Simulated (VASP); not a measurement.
# Mo3H (Im-3m) in VASP: relaxation of cell and atoms with PBE

Aim: the relaxation of cell and atoms of Mo3H with PBE.

Program: VASP 6.6.1. These are calculated values, not measurements. Logs are shortened: lines on timing, memory, paths and dates and some standing lists are left out, and cuts for length are marked.

**1. The cell of the first run**

Symmetry: Im-3m, No. 229, cubic system. Conventional cell: a = 4.986 Å, b = 4.986 Å, c = 4.986 Å, α = 90.00°, β = 90.00°, γ = 90.00°. Within 3.3 Å of H (site symmetry m-3m) lie 6 Mo at 2.49 Å. Mo (site symmetry 4/mmm) has 2 H at 2.49 Å and 4 Mo at 2.49 Å within 3.3 Å.

The cell was generated, and may not be a known phase.

**2. Relaxation of cell and atoms, PBE**

INCAR

```
SYSTEM = Mo3H
ALGO = Normal
EDIFF = 1E-7
EDIFFG = -0.08
ENCUT = 600
GGA = PE
IBRION = 2
ISIF = 3
ISMEAR = 0
LASPH = .True.
LCHARG = .False.
LREAL = .False.
LWAVE = .False.
NELM = 100
NSW = 36
PREC = Accurate
SIGMA = 0.2
```

KPOINTS

```
k-points
0
Gamma
  6 6 6
  0 0 0
```

POSCAR

```
Mo3H
1.0
   -2.4928567600      2.4928567600      2.4928567600
    2.4928567600     -2.4928567600      2.4928567600
    2.4928567600      2.4928567600     -2.4928567600
H Mo
1 3
Direct
    0.0000000000      0.0000000000      0.0000000000
    0.0000000000      0.5000000000      0.5000000000
    0.5000000000      0.0000000000      0.5000000000
    0.5000000000      0.5000000000      0.0000000000
```

Potentials or basis: VASP PAW PBE potentials, release 64 (H, Mo_sv).

On the command line:

```
cat potpaw_PBE.64/H/POTCAR potpaw_PBE.64/Mo_sv/POTCAR > POTCAR
mpirun -np 1 vasp_std > vasp.out
```

OUTCAR:

```text
SYSTEM = Mo3H
   EDIFF = 1E-7
   EDIFFG = -0.08
   ENCUT = 600
   GGA = PE
   IBRION = 2
   ISIF = 3
   ISMEAR = 0
   LASPH = .True.
   LREAL = .False.
   NELM = 100
   NSW = 36
   PREC = Accurate

 ion  position               nearest neighbor table
   1  0.000  0.000  0.000-
   2  0.000  0.500  0.500-   3 2.49   4 2.49   4 2.49   3 2.49
   3  0.500  0.000  0.500-   2 2.49   4 2.49   4 2.49   2 2.49
   4  0.500  0.500  0.000-   2 2.49   3 2.49   3 2.49   2 2.49

  LATTYP: Found a body centered cubic cell.
 ALAT       =     4.9857135200

  Lattice vectors:

 A1 = (  -2.4928567600,   2.4928567600,   2.4928567600)
 A2 = (   2.4928567600,  -2.4928567600,   2.4928567600)
 A3 = (   2.4928567600,   2.4928567600,  -2.4928567600)

Analysis of symmetry for initial positions (statically):
=====================================================================
 Subroutine PRICEL returns:
 Original cell was already a primitive cell.

 Routine SETGRP: Setting up the symmetry group for a
 body centered cubic supercell.

 Subroutine GETGRP returns: Found 48 space group operations
 (whereof 48 operations were pure point group operations)
 out of a pool of 48 trial point group operations.

The static configuration has the point symmetry O_h .

Analysis of symmetry for dynamics (positions and initial velocities):
=====================================================================
 Subroutine PRICEL returns:
 Original cell was already a primitive cell.

 Routine SETGRP: Setting up the symmetry group for a
 body centered cubic supercell.

 Subroutine GETGRP returns: Found 48 space group operations
 (whereof 48 operations were pure point group operations)
 out of a pool of 48 trial point group operations.

The dynamic configuration has the point symmetry O_h .

 Subroutine INISYM returns: Found 48 space group operations
 (whereof 48 operations are pure point group operations),
 and found     1 'primitive' translations

----------------------------------------------------------------------------------------

                                     Primitive cell

  volume of cell :      61.9658

  direct lattice vectors                    reciprocal lattice vectors
    -2.492856760  2.492856760  2.492856760     0.000000000  0.200573097  0.200573097
     2.492856760 -2.492856760  2.492856760     0.200573097  0.000000000  0.200573097
     2.492856760  2.492856760 -2.492856760     0.200573097  0.200573097  0.000000000

  length of vectors
     4.317754564  4.317754564  4.317754564     0.283653194  0.283653194  0.283653194

  position of ions in fractional coordinates (direct lattice)
     0.000000000  0.000000000  0.000000000
     0.000000000  0.500000000  0.500000000
     0.500000000  0.000000000  0.500000000
     0.500000000  0.500000000  0.000000000

  ion indices of the primitive-cell ions
   primitive index   ion index
                 1           1
                 2           2
                 3           3
                 4           4

----------------------------------------------------------------------------------------

 KPOINTS: k-points

Automatic generation of k-mesh.
 Grid dimensions read from file:
 generate k-points for:    6    6    6

 Generating k-lattice:

  Cartesian coordinates                     Fractional coordinates (reciprocal lattice)
     0.000000000  0.033428849  0.033428849     0.166666667  0.000000000  0.000000000
     0.033428849  0.000000000  0.033428849     0.000000000  0.166666667  0.000000000
     0.033428849  0.033428849  0.000000000     0.000000000  0.000000000  0.166666667

  Length of vectors
     0.047275532  0.047275532  0.047275532

  Shift w.r.t. Gamma in fractional coordinates (k-lattice)
     0.000000000  0.000000000  0.000000000

 Subroutine IBZKPT returns following result:
 ===========================================

 Found     16 irreducible k-points:

 Following reciprocal coordinates:
            Coordinates               Weight
  0.000000  0.000000  0.000000      1.000000
  0.166667  0.000000  0.000000     12.000000
  0.333333  0.000000  0.000000     12.000000
  0.500000  0.000000  0.000000      6.000000
  0.166667  0.166667  0.000000     24.000000
  0.333333  0.166667  0.000000     48.000000
[... 8 lines left out ...]
  0.500000  0.500000  0.333333     12.000000
  0.500000  0.500000  0.500000      1.000000
   k-points           NKPTS =     16   k-points in BZ     NKDIM =     16   number of bands    NBANDS=     25
   number of dos      NEDOS =    301   number of ions     NIONS =      4
   total plane-waves  NPLWV =  46656
   dimension x,y,z NGX =    36 NGY =   36 NGZ =   36
   dimension x,y,z NGXF=    72 NGYF=   72 NGZF=   72
   ions per type =               1   3
   NGX,Y,Z   is equivalent  to a cutoff of  13.86, 13.86, 13.86 a.u.
   NGXF,Y,Z  is equivalent  to a cutoff of  27.72, 27.72, 27.72 a.u.
 SYSTEM =  Mo3H
   PREC   = accura    normal or accurate (medium, high low for compatibility)
   ISTART =      0    job   : 0-new  1-cont  2-samecut
   ICHARG =      2    charge: 1-file 2-atom 10-const
   ISPIN  =      1    spin polarized calculation?
   LNONCOLLINEAR =      F non collinear calculations
   LSORBIT =      F    spin-orbit coupling
   LASPH  =      T    aspherical Exc in radial PAW
   ENCUT  =  600.0 eV  44.10 Ry    6.64 a.u.   8.62  8.62  8.62*2*pi/ulx,y,z
   NELM   =    100;   NELMIN=  2; NELMDL= -5     # of ELM steps
   EDIFF  = 0.1E-06   stopping-criterion for ELM
   LREAL  =      F    real-space projection
   EDIFFG = -.8E-01   stopping-criterion for IOM
   NSW    =     36    number of steps for IOM
   IBRION =      2    ionic relax: 0-MD 1-quasi-New 2-CG
   NFREE  =      1    steps in history (QN), initial steepest desc. (CG)
   ISIF   =      3    stress and relaxation
   ISYM   =      2    0-nonsym 1-usesym 2-fastsym
   POTIM  = 0.5000    time-step for ionic-motion
   TEBEG  =    0.0;   TEEND  =   0.0 temperature during run
   PSTRESS=    0.0 pullay stress
   NELECT =      43.0000    total number of electrons
   NUPDOWN=      -1.0000    fix difference up-down
   EMIN   =  10.00;   EMAX   =-10.00  energy-range for DOS
   EFERMI =   0.00;   METHOD = LEGACY
   ISMEAR =     0;   SIGMA  =   0.20  broadening in eV -4-tet -1-fermi 0-gaus
   EFERMI_NEDOS =   21; number of points for ismear=-14 and -15
   IALGO  =     38    algorithm
   IMIX   =      4    mixing-type and parameters
     AMIX     =   0.40;   BMIX     =  1.00
     AMIX_MAG =   1.60;   BMIX_MAG =  1.00
  volume/ion in A,a.u.               =      15.49       104.54
  Fermi-wavevector in a.u.,A,eV,Ry     =   1.449374  2.738919 28.581536  2.100684
  Thomas-Fermi vector in A             =   2.567108
   LORBIT       =      0    0 simple, 1 ext, 2 COOP (PROOUT), +10 PAW based schemes
   GGA     = PE    functional components
   LHFCALC =     F    Hartree Fock is set to
   AEXX    =    0.0000 exact exchange contribution
   IVDW    =     0    specifies the selected vdW correction
   LEPSILON=     F    determine dielectric tensor
   LRPA    =     F    only Hartree local field effects (RPA)
 conjugate gradient relaxation of ions
 non-spin polarized calculation
 Gauss-broadening in eV      SIGMA  =   0.20
  energy-cutoff  :      600.00
  volume of cell :       61.97
 maximum number of plane-waves:      2093
 NGX is ok and might be reduce to    36
   NGX = 17   NGY = 17   NGZ = 17

--------------------------------------- Ionic step        1  -------------------------------------------

 number of electron      43.0000006 magnetization

 Free energy of the ion-electron system (eV)
  ---------------------------------------------------
  ext. energy  EPLUGINS =         0.00000000
  ---------------------------------------------------
  free energy    TOTEN  =       -31.02786235 eV

  energy without entropy =      -30.94612597  energy(sigma->0) =      -30.98699416

------------------------ aborting loop because EDIFF is reached ----------------------------------------

  FORCE on cell =-STRESS in cart. coord.  units (eV):
  Direction    XX          YY          ZZ          XY          YZ          ZX
  --------------------------------------------------------------------------------------
  -------------------------------------------------------------------------------------
  Total       -2.1814864     -2.1814864     -2.1814864     -0.0000000      0.0000000      0.0000000
  in kB      -56.4041592    -56.4041592    -56.4041592     -0.0000000      0.0000000      0.0000000
  external PRESSURE =     -56.4041592 kB  Pullay stress =       0.0000000 kB

 VOLUME and BASIS-vectors are now :
 -----------------------------------------------------------------------------
  energy-cutoff  :      600.00
  volume of cell :       61.97
      direct lattice vectors                 reciprocal lattice vectors
    -2.492856760  2.492856760  2.492856760     0.000000000  0.200573097  0.200573097
     2.492856760 -2.492856760  2.492856760     0.200573097  0.000000000  0.200573097
     2.492856760  2.492856760 -2.492856760     0.200573097  0.200573097  0.000000000

 POSITION                                       TOTAL-FORCE (eV/Angst)
 -----------------------------------------------------------------------------------
      0.00000      0.00000      0.00000        -0.000000      0.000000     -0.000000
      2.49286      0.00000      0.00000         0.000000      0.000000      0.000000
      0.00000      2.49286      0.00000        -0.000000     -0.000000     -0.000000
      0.00000      0.00000      2.49286        -0.000000     -0.000000      0.000000
 -----------------------------------------------------------------------------------
    total drift:                                0.000000      0.000000     -0.000000

  FREE ENERGIE OF THE ION-ELECTRON SYSTEM (eV)
  ---------------------------------------------------
  free  energy   TOTEN  =       -31.0278623487 eV

  energy  without entropy=      -30.9461259663  energy(sigma->0) =      -30.98699416

--------------------------------------- Ionic step        2  -------------------------------------------

 number of electron      42.9999996 magnetization

 E-fermi :  10.1191     XC(G=0): -12.2859

 val. band max:       10.1138692107   @ k =  -0.3333   0.3333   0.1667
 cond. band min:      10.1338342439   @ k =   0.5000   0.5000   0.1667
 fundamental gap:      0.0199650333
 Fermi energy:        10.1190826409

 k-point     1 :       0.0000    0.0000    0.0000
  band No.  band energies     occupation
      1     -51.2266      2.00000
      2     -50.6243      2.00000
      3     -50.6243      2.00000
      4     -26.2138      2.00000
      5     -26.2138      2.00000
      6     -26.2138      2.00000
[... 17 lines left out ...]
     24      12.6911      0.00000
     25      13.9169      0.00000
[... 440 lines left out ...]
 POSITION                                       TOTAL-FORCE (eV/Angst)
 -----------------------------------------------------------------------------------
      2.42727      2.42727      2.42727        -0.000000      0.000000      0.000000
      2.42727      0.00000      0.00000        -0.000000      0.000000     -0.000000
      2.42727      0.00000      2.42727         0.000000     -0.000000      0.000000
      2.42727      2.42727      0.00000         0.000000     -0.000000      0.000000
 -----------------------------------------------------------------------------------
    total drift:                                0.000000      0.000000     -0.000000

  FREE ENERGIE OF THE ION-ELECTRON SYSTEM (eV)
  ---------------------------------------------------
  free  energy   TOTEN  =       -31.0094577735 eV

  energy  without entropy=      -30.9324166688  energy(sigma->0) =      -30.97093722

--------------------------------------- Ionic step        3  -------------------------------------------

 number of electron      43.0000003 magnetization

 Free energy of the ion-electron system (eV)
  ---------------------------------------------------
  ext. energy  EPLUGINS =         0.00000000
  ---------------------------------------------------
  free energy    TOTEN  =       -31.06849872 eV

  energy without entropy =      -30.98881024  energy(sigma->0) =      -31.02865448

 E-fermi :   9.5050     XC(G=0): -12.0590

 val. band max:        9.5003561214   @ k =   0.5000   0.5000   0.1667
 cond. band min:       9.5480946794   @ k =   0.3333   0.1667   0.0000
 fundamental gap:      0.0477385580
 Fermi energy:         9.5050155945

 k-point     1 :       0.0000    0.0000    0.0000
  band No.  band energies     occupation
      1     -51.7719      2.00000
      2     -51.2543      2.00000
      3     -51.2543      2.00000
      4     -26.6535      2.00000
      5     -26.6535      2.00000
      6     -26.6535      2.00000
[... 17 lines left out ...]
     24      11.9308      0.00000
     25      13.1201      0.00000
[... 440 lines left out ...]
 POSITION                                       TOTAL-FORCE (eV/Angst)
 -----------------------------------------------------------------------------------
      0.00000      0.00000      0.00000         0.000000      0.000000     -0.000000
      2.46274      0.00000      0.00000        -0.000000     -0.000000     -0.000000
      0.00000      2.46274      0.00000         0.000000     -0.000000     -0.000000
      0.00000      0.00000      2.46274         0.000000      0.000000      0.000000
 -----------------------------------------------------------------------------------
    total drift:                                0.000000      0.000000     -0.000000

  FREE ENERGIE OF THE ION-ELECTRON SYSTEM (eV)
  ---------------------------------------------------
  free  energy   TOTEN  =       -31.0684987167 eV

  energy  without entropy=      -30.9888102414  energy(sigma->0) =      -31.02865448

 reached required accuracy - stopping structural energy minimisation
```

It took 56 s on 1 thread of Intel Xeon 6975P-C (Granite Rapids), shared host; peak memory 0.22 GiB.

What came out:

| Property | Result |
| --- | --- |
| Free energy | -31.0685 eV |
| Relaxed volume | 14.94 Å³/atom |
| Relaxed cell | a = 4.266 Å, b = 4.266 Å, c = 4.266 Å, α = 109.47°, β = 109.47°, γ = 109.47° |
| Space group after relaxing (to 0.1 Å) | Im-3m (No. 229) |
| Energy gained by relaxing | 10.2 meV/atom |
| Ionic steps | 3 |
| Pressure after relaxing | -0.1 GPa |
| Band gap on the k mesh | zero (an odd number of electrons rules out a gap without spin polarisation) |

Step by step:
| step | energy change (eV) | largest force (eV/Å) | pressure (GPa) | volume (Å³) |
| --- | --- | --- | --- | --- |
| 1 | 0.0000 | 0.0000 | -5.64 | 61.97 |
| 2 | 0.0184 | 0.0000 | 7.77 | 57.20 |
| 3 | -0.0406 | 0.0000 | -0.06 | 59.75 |

Final structure:
```
CELL_PARAMETERS angstrom
-2.46274 2.46274 2.46274
2.46274 -2.46274 2.46274
2.46274 2.46274 -2.46274
ATOMIC_POSITIONS crystal
H 0.00000 0.00000 0.00000
Mo 0.00000 0.50000 0.50000
Mo 0.50000 0.00000 0.50000
Mo 0.50000 0.50000 0.00000
```

Caveat: the highest band is partly filled, so the run has too few bands.

The gap in the log of VASP goes by the Fermi energy; the results here count the filled bands.